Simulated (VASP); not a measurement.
# Be7S (Im-3m) in VASP: single point with PBE

Aim: the single point of Be7S with PBE.

All numbers are computed with VASP 6.6.1; they aren't measurements. Logs are shortened: lines on timing, memory, paths and dates and some standing lists are left out, and cuts for length are marked.

## (1) The cell of the first run

Symmetry: Im-3m, No. 229, cubic system. Conventional cell: a = 5.286 Å, b = 5.286 Å, c = 5.286 Å, α = 90.00°, β = 90.00°, γ = 90.00°. Within 3.0 Å of Be (site symmetry 4/mmm) lie 12 Be at 2.29 to 2.64 Å and 2 S at 2.64 Å. Within 3.0 Å of Be (site symmetry -3m) lie 12 Be at 2.29 to 2.64 Å and 2 S at 2.29 Å. S (site symmetry m-3m) has 14 Be at 2.29 to 2.64 Å within 3.0 Å.

## (2) Single point, PBE

INCAR reads:

```
SYSTEM = Be7S
ALGO     = Normal         ! electronic algorithm
EDIFF    = 1E-6           ! SCF threshold, eV
ENCUT    = 600            ! plane-wave cutoff, eV
GGA      = PE             ! functional
GGA_COMPAT= .False.      
ISIF     = 2              ! what is computed and relaxed
ISMEAR   = 0              ! smearing method
LASPH    = .True.         ! aspherical terms in the spheres
LCHARG   = .False.        ! write CHGCAR
LREAL    = .False.        ! projectors in reciprocal space
LWAVE    = .False.        ! write WAVECAR
NBANDS   = 20             ! bands
NELM     = 120            ! most SCF steps
PREC     = Accurate       ! precision mode
SIGMA    = 0.2            ! smearing width, eV
```

KPOINTS reads:

```
k-points
0
Gamma
  4 4 4
  0 0 0
```

POSCAR reads:

```
Be7S
1.0
   -2.6430675972      2.6430675972      2.6430675972
    2.6430675972     -2.6430675972      2.6430675972
    2.6430675972      2.6430675972     -2.6430675972
Be S
7 1
Direct
    0.0000000000      0.5000000000      0.5000000000
    0.5000000000      0.5000000000      0.5000000000
    0.5000000000      0.0000000000      0.0000000000
    0.5000000000      0.5000000000      0.0000000000
    0.5000000000      0.0000000000      0.5000000000
    0.0000000000      0.5000000000      0.0000000000
    0.0000000000      0.0000000000      0.5000000000
    0.0000000000      0.0000000000      0.0000000000
```

Potentials or basis: VASP PAW PBE potentials, release 64 (Be, S).

On the command line:

```
$ cat potpaw_PBE.64/Be/POTCAR potpaw_PBE.64/S/POTCAR > POTCAR
$ mpirun -np 1 vasp_std > vasp.out
```

OUTCAR:

```text
SYSTEM = Be7S
   EDIFF = 1E-6
   ENCUT = 600
   GGA = PE
   ISIF = 2
   ISMEAR = 0
   LASPH = .True.
   LREAL = .False.
   NELM = 120
   PREC = Accurate

 ion  position               nearest neighbor table
   1  0.000  0.500  0.500-   2 2.29   3 2.29   6 2.29   7 2.29   6 2.29   7 2.29   2 2.29   3 2.29

   2  0.500  0.500  0.500-   1 2.29   4 2.29   5 2.29   8 2.29   4 2.29   5 2.29   1 2.29   8 2.29

   3  0.500  0.000  0.000-   1 2.29   4 2.29   5 2.29   8 2.29   5 2.29   4 2.29   8 2.29   1 2.29

   4  0.500  0.500  0.000-   2 2.29   3 2.29   6 2.29   7 2.29   2 2.29   3 2.29   6 2.29   7 2.29

   5  0.500  0.000  0.500-   2 2.29   3 2.29   6 2.29   7 2.29   3 2.29   2 2.29   7 2.29   6 2.29

   6  0.000  0.500  0.000-   1 2.29   4 2.29   5 2.29   8 2.29   1 2.29   8 2.29   4 2.29   5 2.29

   7  0.000  0.000  0.500-   1 2.29   4 2.29   5 2.29   8 2.29   8 2.29   1 2.29   5 2.29   4 2.29

   8  0.000  0.000  0.000-   2 2.29   3 2.29   6 2.29   7 2.29   7 2.29   6 2.29   3 2.29   2 2.29

  LATTYP: Found a body centered cubic cell.
 ALAT       =     5.2861351944

  Lattice vectors:

 A1 = (  -2.6430675972,   2.6430675972,   2.6430675972)
 A2 = (   2.6430675972,  -2.6430675972,   2.6430675972)
 A3 = (   2.6430675972,   2.6430675972,  -2.6430675972)

Analysis of symmetry for initial positions (statically):
=====================================================================
 Subroutine PRICEL returns:
 Original cell was already a primitive cell.

 Routine SETGRP: Setting up the symmetry group for a
 body centered cubic supercell.

 Subroutine GETGRP returns: Found 48 space group operations
 (whereof 48 operations were pure point group operations)
 out of a pool of 48 trial point group operations.

The static configuration has the point symmetry O_h .

Analysis of symmetry for dynamics (positions and initial velocities):
=====================================================================
 Subroutine PRICEL returns:
 Original cell was already a primitive cell.

 Routine SETGRP: Setting up the symmetry group for a
 body centered cubic supercell.

 Subroutine GETGRP returns: Found 48 space group operations
 (whereof 48 operations were pure point group operations)
 out of a pool of 48 trial point group operations.

The dynamic configuration has the point symmetry O_h .

 Subroutine INISYM returns: Found 48 space group operations
 (whereof 48 operations are pure point group operations),
 and found     1 'primitive' translations

----------------------------------------------------------------------------------------

                                     Primitive cell

  volume of cell :      73.8558

  direct lattice vectors                    reciprocal lattice vectors
    -2.643067597  2.643067597  2.643067597     0.000000000  0.189174125  0.189174125
     2.643067597 -2.643067597  2.643067597     0.189174125  0.000000000  0.189174125
     2.643067597  2.643067597 -2.643067597     0.189174125  0.189174125  0.000000000

  length of vectors
     4.577927366  4.577927366  4.577927366     0.267532613  0.267532613  0.267532613

  position of ions in fractional coordinates (direct lattice)
     0.000000000  0.500000000  0.500000000
     0.500000000  0.500000000  0.500000000
     0.500000000  0.000000000  0.000000000
     0.500000000  0.500000000  0.000000000
     0.500000000  0.000000000  0.500000000
     0.000000000  0.500000000  0.000000000
     0.000000000  0.000000000  0.500000000
     0.000000000  0.000000000  0.000000000

  ion indices of the primitive-cell ions
   primitive index   ion index
                 1           1
                 2           2
                 3           3
                 4           4
                 5           5
                 6           6
                 7           7
                 8           8

----------------------------------------------------------------------------------------

 KPOINTS: k-points

Automatic generation of k-mesh.
 Grid dimensions read from file:
 generate k-points for:    4    4    4

 Generating k-lattice:

  Cartesian coordinates                     Fractional coordinates (reciprocal lattice)
     0.000000000  0.047293531  0.047293531     0.250000000  0.000000000  0.000000000
     0.047293531  0.000000000  0.047293531     0.000000000  0.250000000  0.000000000
     0.047293531  0.047293531  0.000000000     0.000000000  0.000000000  0.250000000

  Length of vectors
     0.066883153  0.066883153  0.066883153

  Shift w.r.t. Gamma in fractional coordinates (k-lattice)
     0.000000000  0.000000000  0.000000000

 Subroutine IBZKPT returns following result:
 ===========================================

 Found      8 irreducible k-points:

 Following reciprocal coordinates:
            Coordinates               Weight
  0.000000  0.000000  0.000000      1.000000
  0.250000  0.000000  0.000000     12.000000
  0.500000  0.000000  0.000000      6.000000
  0.250000  0.250000  0.000000     24.000000
  0.250000  0.250000  0.250000      2.000000
 -0.250000  0.250000  0.250000      6.000000
  0.500000  0.500000  0.250000     12.000000
  0.500000  0.500000  0.500000      1.000000
   k-points           NKPTS =      8   k-points in BZ     NKDIM =      8   number of bands    NBANDS=     20
   number of dos      NEDOS =    301   number of ions     NIONS =      8
   total plane-waves  NPLWV =  64000
   dimension x,y,z NGX =    40 NGY =   40 NGZ =   40
   dimension x,y,z NGXF=    80 NGYF=   80 NGZF=   80
   ions per type =               7   1
   NGX,Y,Z   is equivalent  to a cutoff of  14.53, 14.53, 14.53 a.u.
   NGXF,Y,Z  is equivalent  to a cutoff of  29.05, 29.05, 29.05 a.u.
 SYSTEM =  Be7S
   PREC   = accura    normal or accurate (medium, high low for compatibility)
   ISTART =      0    job   : 0-new  1-cont  2-samecut
   ICHARG =      2    charge: 1-file 2-atom 10-const
   ISPIN  =      1    spin polarized calculation?
   LNONCOLLINEAR =      F non collinear calculations
   LSORBIT =      F    spin-orbit coupling
   LASPH  =      T    aspherical Exc in radial PAW
   ENCUT  =  600.0 eV  44.10 Ry    6.64 a.u.   9.14  9.14  9.14*2*pi/ulx,y,z
   NELM   =    120;   NELMIN=  2; NELMDL= -5     # of ELM steps
   EDIFF  = 0.1E-05   stopping-criterion for ELM
   LREAL  =      F    real-space projection
   EDIFFG = 0.1E-04   stopping-criterion for IOM
   NSW    =      0    number of steps for IOM
   IBRION =     -1    ionic relax: 0-MD 1-quasi-New 2-CG
   NFREE  =      0    steps in history (QN), initial steepest desc. (CG)
   ISIF   =      2    stress and relaxation
   ISYM   =      2    0-nonsym 1-usesym 2-fastsym
   POTIM  = 0.5000    time-step for ionic-motion
   TEBEG  =    0.0;   TEEND  =   0.0 temperature during run
   PSTRESS=    0.0 pullay stress
   NELECT =      20.0000    total number of electrons
   NUPDOWN=      -1.0000    fix difference up-down
   EMIN   =  10.00;   EMAX   =-10.00  energy-range for DOS
   EFERMI =   0.00;   METHOD = LEGACY
   ISMEAR =     0;   SIGMA  =   0.20  broadening in eV -4-tet -1-fermi 0-gaus
   EFERMI_NEDOS =   21; number of points for ismear=-14 and -15
   IALGO  =     38    algorithm
   IMIX   =      4    mixing-type and parameters
     AMIX     =   0.40;   BMIX     =  1.00
     AMIX_MAG =   1.60;   BMIX_MAG =  1.00
  volume/ion in A,a.u.               =       9.23        62.30
  Fermi-wavevector in a.u.,A,eV,Ry     =   1.059148  2.001499 15.262934  1.121794
  Thomas-Fermi vector in A             =   2.194483
   LORBIT       =      0    0 simple, 1 ext, 2 COOP (PROOUT), +10 PAW based schemes
   GGA     = PE    functional components
   LHFCALC =     F    Hartree Fock is set to
   AEXX    =    0.0000 exact exchange contribution
   IVDW    =     0    specifies the selected vdW correction
   LEPSILON=     F    determine dielectric tensor
   LRPA    =     F    only Hartree local field effects (RPA)
 non-spin polarized calculation
 Gauss-broadening in eV      SIGMA  =   0.20
  energy-cutoff  :      600.00
  volume of cell :       73.86
 maximum number of plane-waves:      2491
 NGX is ok and might be reduce to    40
   NGX = 19   NGY = 19   NGZ = 19

 number of electron      20.0000001 magnetization

 Free energy of the ion-electron system (eV)
  ---------------------------------------------------
  ext. energy  EPLUGINS =         0.00000000
  ---------------------------------------------------
  free energy    TOTEN  =       -26.38502805 eV

  energy without entropy =      -26.31044053  energy(sigma->0) =      -26.34773429

 E-fermi :   7.9520     XC(G=0): -10.6112

 val. band max:        7.9068173145   @ k =   0.2500   0.2500   0.0000
 cond. band min:       8.1867654864   @ k =   0.5000   0.5000   0.2500
 fundamental gap:      0.2799481718
 Fermi energy:         7.9519650805

 k-point     1 :       0.0000    0.0000    0.0000
  band No.  band energies     occupation
      1      -8.6155      2.00000
      2      -0.0200      2.00000
      3      -0.0200      2.00000
      4      -0.0200      2.00000
      5       0.1550      2.00000
      6       3.3809      2.00000
[... 12 lines left out ...]
     19      15.9751      0.00000
     20      15.9751      0.00000

 k-point     2 :       0.2500    0.0000    0.0000
  band No.  band energies     occupation
      1      -8.4866      2.00000
      2      -1.7024      2.00000
      3      -0.1349      2.00000
      4       0.0734      2.00000
      5       1.5278      2.00000
      6       2.9169      2.00000
[... 12 lines left out ...]
     19      15.2578      0.00000
     20      16.3166      0.00000
[... 97 lines left out ...]
      3      -0.8017      2.00000
      4      -0.7217      2.00000
      5       1.6916      2.00000
      6       2.5162      2.00000
[... 12 lines left out ...]
     19      13.9767      0.00000
     20      14.3623      0.00000

 k-point     8 :       0.5000    0.5000    0.5000
  band No.  band energies     occupation
      1      -8.2098      2.00000
      2      -1.0469      2.00000
      3      -1.0469      2.00000
      4      -1.0469      2.00000
      5       0.6809      2.00000
      6       0.6809      2.00000
[... 12 lines left out ...]
     19      14.8722      0.00000
     20      14.8722      0.00000

------------------------ aborting loop because EDIFF is reached ----------------------------------------

  FORCE on cell =-STRESS in cart. coord.  units (eV):
  Direction    XX          YY          ZZ          XY          YZ          ZX
  --------------------------------------------------------------------------------------
  -------------------------------------------------------------------------------------
  Total        0.1380407      0.1380407      0.1380407     -0.0000000     -0.0000000     -0.0000000
  in kB        2.9945592      2.9945592      2.9945592     -0.0000000     -0.0000000     -0.0000000
  external PRESSURE =       2.9945592 kB  Pullay stress =       0.0000000 kB

 VOLUME and BASIS-vectors are now :
 -----------------------------------------------------------------------------
  energy-cutoff  :      600.00
  volume of cell :       73.86
      direct lattice vectors                 reciprocal lattice vectors
    -2.643067597  2.643067597  2.643067597     0.000000000  0.189174125  0.189174125
     2.643067597 -2.643067597  2.643067597     0.189174125  0.000000000  0.189174125
     2.643067597  2.643067597 -2.643067597     0.189174125  0.189174125  0.000000000

 POSITION                                       TOTAL-FORCE (eV/Angst)
 -----------------------------------------------------------------------------------
      2.64307      0.00000      0.00000         0.000000      0.000000     -0.000000
      1.32153      1.32153      1.32153        -0.000000     -0.000000      0.000000
     -1.32153      1.32153      1.32153        -0.000000     -0.000000      0.000000
      0.00000      0.00000      2.64307         0.000000      0.000000      0.000000
      0.00000      2.64307      0.00000         0.000000      0.000000     -0.000000
      1.32153     -1.32153      1.32153         0.000000     -0.000000     -0.000000
      1.32153      1.32153     -1.32153         0.000000      0.000000      0.000000
      0.00000      0.00000      0.00000         0.000000      0.000000     -0.000000
 -----------------------------------------------------------------------------------
    total drift:                               -0.000000      0.000000      0.000000

  FREE ENERGIE OF THE ION-ELECTRON SYSTEM (eV)
  ---------------------------------------------------
  free  energy   TOTEN  =       -26.3850280488 eV

  energy  without entropy=      -26.3104405344  energy(sigma->0) =      -26.34773429
```

Wall time 13 s (1 thread of AMD EPYC 9R45 (Zen 5), shared host); peak memory 0.19 GiB.

Results:

```
Free energy            : -26.3850 eV
Pressure               : 0.3 GPa
Band gap on the k mesh : zero (band 10 reaches 8.19 eV, above the bottom of band 11 at 7.02 eV)
```

Caveat: the k points lie up to 0.42 Å⁻¹ apart.
